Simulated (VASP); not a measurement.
# MgS (I4/mmm) in VASP: notebook

MgS is run at these levels: PBEsol; tasks: single point.

Program: VASP 6.6.1. These are calculated values, not measurements. Logs are shortened: lines on timing, memory, paths and dates and some standing lists are left out, and cuts for length are marked.

## (1) The cell of the first run

It takes space group I4/mmm (No. 139, tetragonal). Conventional cell: a = 3.716 Å, b = 3.716 Å, c = 5.203 Å, α = 90.00°, β = 90.00°, γ = 90.00°. Within 3.4 Å of Mg (site symmetry 4/mmm) lie 6 S at 2.60 to 2.63 Å. Within 3.4 Å of S (site symmetry 4/mmm) lie 6 Mg at 2.60 to 2.63 Å.

## (2) Single point, PBEsol (equal xx and yy strain of +1 %)

File INCAR:

```
ALGO = Normal ; EDIFF = 1E-7
ENCUT = 520 ; GGA = PS
ISIF = 2 ; ISMEAR = -1
LASPH = True ; LCHARG = True
LELF = True ; LREAL = False
LVHAR = True ; LWAVE = False
NBANDS = 11 ; NELM = 80
PREC = Accurate ; SIGMA = 0.03
```

File KPOINTS:

```
k-points
0
Gamma
  10 10 10
```

File POSCAR:

```
MgS
1.0
    0.0000000000      2.6276665000      2.6016500000
    2.6276665000      0.0000000000      2.6016500000
    2.6276665000      2.6276665000      0.0000000000
Mg S
1 1
Direct
    0.0000000000      0.0000000000      0.0000000000
    0.5000000000      0.5000000000      0.5000000000
```

Potentials or basis: VASP PAW PBE potentials, release 64 (Mg, S).

On the command line:

```bash
> cat potpaw_PBE.64/Mg/POTCAR potpaw_PBE.64/S/POTCAR > POTCAR
> mpirun -np 1 vasp_std > vasp.out
```

OUTCAR:

```text
EDIFF = 1E-7
   ENCUT = 520
   GGA = PS
   ISIF = 2
   ISMEAR = -1
   LASPH = True
   LREAL = False
   NELM = 80
   PREC = Accurate

 ion  position               nearest neighbor table
   1  0.000  0.000  0.000-   2 2.60   2 2.60   2 2.63   2 2.63   2 2.63   2 2.63
   2  0.500  0.500  0.500-   1 2.60   1 2.60   1 2.63   1 2.63   1 2.63   1 2.63

  LATTYP: Found a body centered tetragonal cell.
 ALAT       =     3.7160816017
 C/A-ratio  =     1.4002114479

  Lattice vectors:

 A1 = (   0.0000000000,  -2.6276665000,  -2.6016500000)
 A2 = (   0.0000000000,   2.6276665000,  -2.6016500000)
 A3 = (   2.6276665000,   0.0000000000,   2.6016500000)

Analysis of symmetry for initial positions (statically):
=====================================================================
 Subroutine PRICEL returns:
 Original cell was already a primitive cell.

 Routine SETGRP: Setting up the symmetry group for a
 body centered tetragonal supercell.

 Subroutine GETGRP returns: Found 16 space group operations
 (whereof 16 operations were pure point group operations)
 out of a pool of 16 trial point group operations.

The static configuration has the point symmetry D_4h.

Analysis of symmetry for dynamics (positions and initial velocities):
=====================================================================
 Subroutine PRICEL returns:
 Original cell was already a primitive cell.

 Routine SETGRP: Setting up the symmetry group for a
 body centered tetragonal supercell.

 Subroutine GETGRP returns: Found 16 space group operations
 (whereof 16 operations were pure point group operations)
 out of a pool of 16 trial point group operations.

The dynamic configuration has the point symmetry D_4h.

 Subroutine INISYM returns: Found 16 space group operations
 (whereof 16 operations are pure point group operations),
 and found     1 'primitive' translations

----------------------------------------------------------------------------------------

                                     Primitive cell

  volume of cell :      35.9269

  direct lattice vectors                    reciprocal lattice vectors
     0.000000000  2.627666500  2.601650000    -0.190282899  0.190282899  0.192185728
     2.627666500  0.000000000  2.601650000     0.190282899 -0.190282899  0.192185728
     2.627666500  2.627666500  0.000000000     0.190282899  0.190282899 -0.192185728

  length of vectors
     3.697730920  3.697730920  3.716081602     0.330681898  0.330681898  0.330681898

  position of ions in fractional coordinates (direct lattice)
     0.000000000  0.000000000  0.000000000
     0.500000000  0.500000000  0.500000000

  ion indices of the primitive-cell ions
   primitive index   ion index
                 1           1
                 2           2

----------------------------------------------------------------------------------------

 KPOINTS: k-points

Automatic generation of k-mesh.
 Grid dimensions read from file:
 generate k-points for:   10   10   10

 Generating k-lattice:

  Cartesian coordinates                     Fractional coordinates (reciprocal lattice)
    -0.019028290  0.019028290  0.019218573     0.100000000  0.000000000  0.000000000
     0.019028290 -0.019028290  0.019218573     0.000000000  0.100000000  0.000000000
     0.019028290  0.019028290 -0.019218573     0.000000000  0.000000000  0.100000000

  Length of vectors
     0.033068190  0.033068190  0.033068190

  Shift w.r.t. Gamma in fractional coordinates (k-lattice)
     0.000000000  0.000000000  0.000000000

 Subroutine IBZKPT returns following result:
 ===========================================

 Found    102 irreducible k-points:

 Following reciprocal coordinates:
            Coordinates               Weight
  0.000000  0.000000  0.000000      1.000000
  0.100000 -0.000000  0.000000      8.000000
  0.200000 -0.000000  0.000000      8.000000
  0.300000  0.000000  0.000000      8.000000
  0.400000  0.000000  0.000000      8.000000
  0.500000 -0.000000  0.000000      4.000000
[... 16 lines left out ...]
  0.300000  0.300000  0.000000      2.000000
  0.400000  0.300000  0.000000      8.000000
 [... further k-points ...]
   k-points           NKPTS =    102   k-points in BZ     NKDIM =    102   number of bands    NBANDS=     11
   number of dos      NEDOS =    301   number of ions     NIONS =      2
   total plane-waves  NPLWV =  21952
   dimension x,y,z NGX =    28 NGY =   28 NGZ =   28
   dimension x,y,z NGXF=    56 NGYF=   56 NGZF=   56
   ions per type =               1   1
   NGX,Y,Z   is equivalent  to a cutoff of  12.59, 12.59, 12.53 a.u.
   NGXF,Y,Z  is equivalent  to a cutoff of  25.18, 25.18, 25.05 a.u.
 SYSTEM =  unknown system
   PREC   = accura    normal or accurate (medium, high low for compatibility)
   ISTART =      0    job   : 0-new  1-cont  2-samecut
   ICHARG =      2    charge: 1-file 2-atom 10-const
   ISPIN  =      1    spin polarized calculation?
   LNONCOLLINEAR =      F non collinear calculations
   LSORBIT =      F    spin-orbit coupling
   LASPH  =      T    aspherical Exc in radial PAW
   ENCUT  =  520.0 eV  38.22 Ry    6.18 a.u.   6.88  6.88  6.91*2*pi/ulx,y,z
   NELM   =     80;   NELMIN=  2; NELMDL= -5     # of ELM steps
   EDIFF  = 0.1E-06   stopping-criterion for ELM
   LREAL  =      F    real-space projection
   EDIFFG = 0.1E-05   stopping-criterion for IOM
   NSW    =      0    number of steps for IOM
   IBRION =     -1    ionic relax: 0-MD 1-quasi-New 2-CG
   NFREE  =      0    steps in history (QN), initial steepest desc. (CG)
   ISIF   =      2    stress and relaxation
   ISYM   =      2    0-nonsym 1-usesym 2-fastsym
   POTIM  = 0.5000    time-step for ionic-motion
   TEBEG  =    0.0;   TEEND  =   0.0 temperature during run
   PSTRESS=    0.0 pullay stress
   NELECT =       8.0000    total number of electrons
   NUPDOWN=      -1.0000    fix difference up-down
   EMIN   =  10.00;   EMAX   =-10.00  energy-range for DOS
   EFERMI =   0.00;   METHOD = LEGACY
   ISMEAR =    -1;   SIGMA  =   0.03  broadening in eV -4-tet -1-fermi 0-gaus
   EFERMI_NEDOS =   21; number of points for ismear=-14 and -15
   IALGO  =     38    algorithm
   IMIX   =      4    mixing-type and parameters
     AMIX     =   0.40;   BMIX     =  1.00
     AMIX_MAG =   1.60;   BMIX_MAG =  1.00
  volume/ion in A,a.u.               =      17.96       121.22
  Fermi-wavevector in a.u.,A,eV,Ry     =   0.992274  1.875126 13.396407  0.984608
  Thomas-Fermi vector in A             =   2.124075
   LORBIT       =      0    0 simple, 1 ext, 2 COOP (PROOUT), +10 PAW based schemes
   GGA     = PS    functional components
   LHFCALC =     F    Hartree Fock is set to
   AEXX    =    0.0000 exact exchange contribution
   IVDW    =     0    specifies the selected vdW correction
   LEPSILON=     F    determine dielectric tensor
   LRPA    =     F    only Hartree local field effects (RPA)
 non-spin polarized calculation
  energy-cutoff  :      520.00
  volume of cell :       35.93
 maximum number of plane-waves:       982
   NGX = 13   NGY = 13   NGZ = 13

 number of electron       8.0000000 magnetization

 Free energy of the ion-electron system (eV)
  ---------------------------------------------------
  ext. energy  EPLUGINS =         0.00000000
  ---------------------------------------------------
  free energy    TOTEN  =        -9.06483924 eV

  energy without entropy =       -9.06483924  energy(sigma->0) =       -9.06483924

 E-fermi :   4.0788     XC(G=0):  -9.7545

 val. band max:        3.5136433468   @ k =   0.0000   0.0000   0.0000
 cond. band min:       6.1300955036   @ k =   0.5000   0.5000   0.0000
 fundamental gap:      2.6164521568
 Fermi energy:         4.0787849881

 k-point     1 :       0.0000    0.0000    0.0000
  band No.  band energies     occupation
      1      -9.0718      2.00000
      2       3.4692      2.00000
      3       3.5136      2.00000
      4       3.5136      2.00000
      5       6.9392      0.00000
      6      11.3317      0.00000
      7      11.3317      0.00000
      8      11.4331      0.00000
      9      13.7193      0.00000
     10      13.8553      0.00000
     11      15.7489      0.00000

 k-point     2 :       0.1000   -0.0000    0.0000
  band No.  band energies     occupation
      1      -8.9763      2.00000
      2       2.7637      2.00000
      3       3.4230      2.00000
      4       3.4451      2.00000
      5       7.5356      0.00000
      6      11.0862      0.00000
      7      11.5100      0.00000
      8      11.5839      0.00000
      9      13.2070      0.00000
     10      13.3217      0.00000
     11      16.0391      0.00000

 k-point     3 :       0.2000   -0.0000    0.0000
  band No.  band energies     occupation
      1      -8.7073      2.00000
      2       1.3907      2.00000
      3       3.2720      2.00000
      4       3.2785      2.00000
      5       8.2116      0.00000
      6      11.1587      0.00000
      7      11.4462      0.00000
      8      11.5593      0.00000
      9      13.1763      0.00000
     10      13.2136      0.00000
     11      15.4415      0.00000

 k-point     4 :       0.3000    0.0000    0.0000
  band No.  band energies     occupation
      1      -8.3250      2.00000
      2       0.0600      2.00000
      3       3.0936      2.00000
      4       3.1042      2.00000
      5       8.1727      0.00000
      6      10.8557      0.00000
      7      10.9714      0.00000
      8      12.1992      0.00000
      9      14.3554      0.00000
     10      14.3646      0.00000
     11      14.8887      0.00000
[... 239 lines left out ...]
 k-point    22 :      -0.2000    0.2000    0.0000
  band No.  band energies     occupation
      1      -8.2062      2.00000
      2       0.3382      2.00000
      3       1.8414      2.00000
      4       3.1381      2.00000
      5       9.5239      0.00000
      6      10.5271      0.00000
      7      10.7719      0.00000
      8      11.2355      0.00000
      9      12.9693      0.00000
     10      16.7780      0.00000
     11      17.8352      0.00000

 k-point    23 :       0.3000    0.3000    0.0000
  band No.  band energies     occupation
      1      -8.0806      2.00000
      2       0.4107      2.00000
      3       2.2854      2.00000
      4       2.2854      2.00000
      5       7.7010      0.00000
      6       8.5844      0.00000
      7      12.3655      0.00000
      8      14.2017      0.00000
      9      14.2017      0.00000
     10      15.1287      0.00000
     11      19.5564      0.00000

 k-point    24 :       0.4000    0.3000    0.0000
  band No.  band energies     occupation
      1      -7.8010      2.00000
      2      -0.0849      2.00000
      3       1.8707      2.00000
      4       2.1293      2.00000
      5       7.3100      0.00000
      6       8.6097      0.00000
      7      12.7710      0.00000
      8      13.8350      0.00000
      9      15.3135      0.00000
     10      16.6331      0.00000
     11      19.9887      0.00000

 [... further k-points ...]
[... 5 lines left out ...]
  --------------------------------------------------------------------------------------
  -------------------------------------------------------------------------------------
  Total       -0.6398368     -0.6398368     -0.4296761      0.0000000     -0.0000000      0.0000000
  in kB      -28.5338533    -28.5338533    -19.1616282      0.0000000     -0.0000000      0.0000000
  external PRESSURE =     -25.4097782 kB  Pullay stress =       0.0000000 kB

 VOLUME and BASIS-vectors are now :
 -----------------------------------------------------------------------------
  energy-cutoff  :      520.00
  volume of cell :       35.93
      direct lattice vectors                 reciprocal lattice vectors
     0.000000000  2.627666500  2.601650000    -0.190282899  0.190282899  0.192185728
     2.627666500  0.000000000  2.601650000     0.190282899 -0.190282899  0.192185728
     2.627666500  2.627666500  0.000000000     0.190282899  0.190282899 -0.192185728

 POSITION                                       TOTAL-FORCE (eV/Angst)
 -----------------------------------------------------------------------------------
      0.00000      0.00000      0.00000         0.000000     -0.000000     -0.000000
      2.62767      2.62767      2.60165        -0.000000      0.000000      0.000000
 -----------------------------------------------------------------------------------
    total drift:                                0.000000      0.000000      0.000000

  FREE ENERGIE OF THE ION-ELECTRON SYSTEM (eV)
  ---------------------------------------------------
  free  energy   TOTEN  =        -9.0648392390 eV

  energy  without entropy=       -9.0648392390  energy(sigma->0) =       -9.06483924
```

It took 30 s on 1 thread of Intel Xeon Platinum 8259CL at 2.50GHz (Skylake/Cascade Lake), shared host; peak memory 0.18 GiB.

Results:

- Free energy: -9.0648 eV
- Pressure: -2.5 GPa
- Band gap on the k mesh: 2.62 eV, indirect (least direct gap 3.43 eV)

Caveat: the cell differs from its parent crystal (equal xx and yy strain of +1 %); the PAW data sets were made with another functional, which shifts forces and pressure a little.

(Continued in part 2 of 2.)
